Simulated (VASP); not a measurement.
# Al3GaN4 (P-43m) in VASP: a series of runs

Runs on Al3GaN4. Level: PBEsol. Tasks: single point, relaxation of the atoms.

Program: VASP 6.6.1. These are calculated values, not measurements. Logs are shortened: lines on timing, memory, paths and dates and some standing lists are left out, and cuts for length are marked.

### 1 The cell of the first run

It takes space group P-43m (No. 215, cubic). Conventional cell: a = 4.539 Å, b = 4.539 Å, c = 4.539 Å, α = 90.00°, β = 90.00°, γ = 90.00°. Within 2.6 Å of Al (site symmetry -42m) lie 4 N at 1.95 Å. Ga (site symmetry -43m) has 4 N at 2.01 Å within 2.7 Å. Within 2.6 Å of N (site symmetry 3m) lie 3 Al at 1.95 Å and 1 Ga at 2.01 Å.

### 2 Single point, PBEsol (equal strain along all axes, cell held: +3.0 %, then relaxed in part)

File INCAR:

```
PREC = Accurate
ENCUT = 520
EDIFF = 1E-7
ISMEAR = 0
SIGMA = 0.02
LREAL = False
LASPH = True
NELM = 100
ALGO = Normal
ISIF = 2
LWAVE = False
LCHARG = False
GGA = PS
NBANDS = 31
```

File KPOINTS:

```
Automatic mesh
0
Gamma
  6 6 6
```

File POSCAR:

```
Al3GaN4
1.0
    4.5392046910      0.0000000000      0.0000000000
    0.0000000000      4.5392046910      0.0000000000
    0.0000000000      0.0000000000      4.5392046910
Al Ga N
3 1 4
Direct
    0.5000000000      0.5000000000      0.0000000000
    0.5000000000      0.0000000000      0.5000000000
    0.0000000000      0.5000000000      0.5000000000
    0.0000000000      0.0000000000      0.0000000000
    0.7447077177      0.7447077177      0.2552922823
    0.7447077177      0.2552922823      0.7447077177
    0.2552922823      0.7447077177      0.7447077177
    0.2552922823      0.2552922823      0.2552922823
```

Potentials or basis: VASP PAW PBE potentials, release 64 (Al, Ga_d, N).

Started as:

```sh
cat potpaw_PBE.64/Al/POTCAR potpaw_PBE.64/Ga_d/POTCAR potpaw_PBE.64/N/POTCAR > POTCAR
mpirun -np 1 vasp_std > vasp.out
```

OUTCAR:

```text
PREC = Accurate
   ENCUT = 520
   EDIFF = 1E-7
   ISMEAR = 0
   LREAL = False
   LASPH = True
   NELM = 100
   ISIF = 2
   GGA = PS

 ion  position               nearest neighbor table
   1  0.500  0.500  0.000-   5 1.95   6 1.95   7 1.95   8 1.95   2 3.21   3 3.21   2 3.21   3 3.21
                             2 3.21   2 3.21   3 3.21   3 3.21
   2  0.500  0.000  0.500-   5 1.95   6 1.95   7 1.95   8 1.95   1 3.21   3 3.21   1 3.21   1 3.21
                             3 3.21   1 3.21   3 3.21   3 3.21
   3  0.000  0.500  0.500-   5 1.95   6 1.95   7 1.95   8 1.95   1 3.21   2 3.21   1 3.21   2 3.21
                             1 3.21   2 3.21   1 3.21   2 3.21
   4  0.000  0.000  0.000-   5 2.01   6 2.01   7 2.01   8 2.01
   5  0.745  0.745  0.255-   1 1.95   2 1.95   3 1.95   4 2.01
   6  0.745  0.255  0.745-   1 1.95   2 1.95   3 1.95   4 2.01
   7  0.255  0.745  0.745-   1 1.95   2 1.95   3 1.95   4 2.01
   8  0.255  0.255  0.255-   1 1.95   2 1.95   3 1.95   4 2.01

  LATTYP: Found a simple cubic cell.
 ALAT       =     4.5392046910

  Lattice vectors:

 A1 = (   4.5392046910,   0.0000000000,   0.0000000000)
 A2 = (   0.0000000000,   4.5392046910,   0.0000000000)
 A3 = (   0.0000000000,   0.0000000000,   4.5392046910)

Analysis of symmetry for initial positions (statically):
=====================================================================
 Subroutine PRICEL returns:
 Original cell was already a primitive cell.

 Routine SETGRP: Setting up the symmetry group for a
 simple cubic supercell.

 Subroutine GETGRP returns: Found 24 space group operations
 (whereof 24 operations were pure point group operations)
 out of a pool of 48 trial point group operations.

The static configuration has the point symmetry T_d .

Analysis of symmetry for dynamics (positions and initial velocities):
=====================================================================
 Subroutine PRICEL returns:
 Original cell was already a primitive cell.

 Routine SETGRP: Setting up the symmetry group for a
 simple cubic supercell.

 Subroutine GETGRP returns: Found 24 space group operations
 (whereof 24 operations were pure point group operations)
 out of a pool of 48 trial point group operations.

The dynamic configuration has the point symmetry T_d .

 Subroutine INISYM returns: Found 24 space group operations
 (whereof 24 operations are pure point group operations),
 and found     1 'primitive' translations

[... 107 lines left out ...]
   ISIF   =      2    stress and relaxation
   ISYM   =      2    0-nonsym 1-usesym 2-fastsym
   POTIM  = 0.5000    time-step for ionic-motion
   TEBEG  =    0.0;   TEEND  =   0.0 temperature during run
   PSTRESS=    0.0 pullay stress
   NELECT =      42.0000    total number of electrons
   NUPDOWN=      -1.0000    fix difference up-down
   EMIN   =  10.00;   EMAX   =-10.00  energy-range for DOS
   EFERMI =   0.00;   METHOD = LEGACY
   ISMEAR =     0;   SIGMA  =   0.02  broadening in eV -4-tet -1-fermi 0-gaus
   EFERMI_NEDOS =   21; number of points for ismear=-14 and -15
   IALGO  =     38    algorithm
   IMIX   =      4    mixing-type and parameters
     AMIX     =   0.40;   BMIX     =  1.00
     AMIX_MAG =   1.60;   BMIX_MAG =  1.00
  volume/ion in A,a.u.               =      11.69        78.89
  Fermi-wavevector in a.u.,A,eV,Ry     =   1.253655  2.369065 21.383620  1.571652
  Thomas-Fermi vector in A             =   2.387498
   LORBIT       =      0    0 simple, 1 ext, 2 COOP (PROOUT), +10 PAW based schemes
   GGA     = PS    functional components
   LHFCALC =     F    Hartree Fock is set to
   AEXX    =    0.0000 exact exchange contribution
   IVDW    =     0    specifies the selected vdW correction
   LEPSILON=     F    determine dielectric tensor
   LRPA    =     F    only Hartree local field effects (RPA)
 non-spin polarized calculation
 Gauss-broadening in eV      SIGMA  =   0.02
  energy-cutoff  :      520.00
  volume of cell :       93.53
 maximum number of plane-waves:      2546
 NGX is ok and might be reduce to    36
   NGX = 17   NGY = 17   NGZ = 17

 number of electron      42.0000010 magnetization

 Free energy of the ion-electron system (eV)
  ---------------------------------------------------
  ext. energy  EPLUGINS =         0.00000000
  ---------------------------------------------------
  free energy    TOTEN  =       -59.56142977 eV

  energy without entropy =      -59.56142977  energy(sigma->0) =      -59.56142977

 E-fermi :   4.9137     XC(G=0): -10.9236

 val. band max:        4.7940713166   @ k =   0.0000   0.0000   0.0000
 cond. band min:       7.5309300784   @ k =   0.0000   0.0000   0.0000
 fundamental gap:      2.7368587618
 Fermi energy:         4.9137172865

 k-point     1 :       0.0000    0.0000    0.0000
  band No.  band energies     occupation
      1      -9.8137      2.00000
      2      -8.4823      2.00000
      3      -8.4823      2.00000
      4      -8.4823      2.00000
      5      -7.9080      2.00000
      6      -7.9080      2.00000
[... 669 lines left out ...]
     30      14.9311      0.00000
     31      14.9318      0.00000

------------------------ aborting loop because EDIFF is reached ----------------------------------------

  FORCE on cell =-STRESS in cart. coord.  units (eV):
  Direction    XX          YY          ZZ          XY          YZ          ZX
  --------------------------------------------------------------------------------------
  -------------------------------------------------------------------------------------
  Total       -8.5965909     -8.5965909     -8.5965909      0.0000000      0.0000000      0.0000000
  in kB     -147.2643210   -147.2643210   -147.2643210      0.0000000      0.0000000      0.0000000
  external PRESSURE =    -147.2643210 kB  Pullay stress =       0.0000000 kB

 VOLUME and BASIS-vectors are now :
 -----------------------------------------------------------------------------
  energy-cutoff  :      520.00
  volume of cell :       93.53
      direct lattice vectors                 reciprocal lattice vectors
     4.539204691  0.000000000  0.000000000     0.220302909  0.000000000  0.000000000
     0.000000000  4.539204691  0.000000000     0.000000000  0.220302909  0.000000000
     0.000000000  0.000000000  4.539204691     0.000000000  0.000000000  0.220302909

 POSITION                                       TOTAL-FORCE (eV/Angst)
 -----------------------------------------------------------------------------------
      2.26960      2.26960      0.00000        -0.000000      0.000000     -0.000000
      2.26960      0.00000      2.26960        -0.000000     -0.000000     -0.000000
      0.00000      2.26960      2.26960        -0.000000     -0.000000     -0.000000
      0.00000      0.00000      0.00000        -0.000000      0.000000      0.000000
      3.38038      3.38038      1.15882         0.000504      0.000504     -0.000504
      3.38038      1.15882      3.38038         0.000504     -0.000504      0.000504
      1.15882      3.38038      3.38038        -0.000504      0.000504      0.000504
      1.15882      1.15882      1.15882        -0.000504     -0.000504     -0.000504
 -----------------------------------------------------------------------------------
    total drift:                                0.000000      0.000000      0.000000

  FREE ENERGIE OF THE ION-ELECTRON SYSTEM (eV)
  ---------------------------------------------------
  free  energy   TOTEN  =       -59.5614297731 eV

  energy  without entropy=      -59.5614297731  energy(sigma->0) =      -59.56142977
```

OSZICAR:

```text
N       E                     dE             d eps       ncg     rms          rms(c)
DAV:   1     0.300804467533E+03    0.30080E+03   -0.19486E+04  1390   0.165E+03
DAV:   2    -0.227178106166E+02   -0.32352E+03   -0.29979E+03  1478   0.439E+02
DAV:   3    -0.656882679305E+02   -0.42970E+02   -0.42344E+02  1409   0.124E+02
DAV:   4    -0.675322883559E+02   -0.18440E+01   -0.18371E+01  1704   0.288E+01
DAV:   5    -0.675707214201E+02   -0.38433E-01   -0.38418E-01  1472   0.394E+00    0.153E+01
DAV:   6    -0.595316475028E+02    0.80391E+01   -0.26362E+01  1940   0.470E+01    0.538E+00
DAV:   7    -0.596470558632E+02   -0.11541E+00   -0.25918E+00  1457   0.990E+00    0.388E+00
DAV:   8    -0.595985756755E+02    0.48480E-01   -0.50578E-01  1683   0.545E+00    0.127E+00
DAV:   9    -0.595611156874E+02    0.37460E-01   -0.11489E-01  1751   0.387E+00    0.600E-01
DAV:  10    -0.595612765409E+02   -0.16085E-03   -0.17518E-02  1544   0.688E-01    0.251E-01
DAV:  11    -0.595614294054E+02   -0.15286E-03   -0.10216E-03  1878   0.214E-01    0.255E-02
DAV:  12    -0.595614312336E+02   -0.18282E-05   -0.15896E-04  1473   0.736E-02    0.180E-02
DAV:  13    -0.595614304912E+02    0.74234E-06   -0.88429E-06  2017   0.320E-02    0.142E-02
DAV:  14    -0.595614302932E+02    0.19804E-06   -0.25969E-06  1637   0.933E-03    0.787E-03
DAV:  15    -0.595614298242E+02    0.46897E-06   -0.13176E-06  1604   0.969E-03    0.203E-03
DAV:  16    -0.595614297731E+02    0.51161E-07   -0.10589E-07   993   0.310E-03
   1 F= -.59561430E+02 E0= -.59561430E+02  d E =-.457916E-19
```

Wall time 57 s (1 thread of Intel Xeon Platinum 8488C (Sapphire Rapids), shared host); peak memory 0.22 GiB.

Results:

| Item | Value |
| --- | --- |
| Free energy | -59.5614 eV |
| Pressure | -14.7 GPa |
| Band gap on the k mesh | 2.74 eV, direct |

Caveat: the cell differs from its parent crystal (equal strain along all axes, cell held: +3.0 %, then relaxed in part); the PAW data sets were made with another functional, which shifts forces and pressure a little.

[end of part 1 of 2]
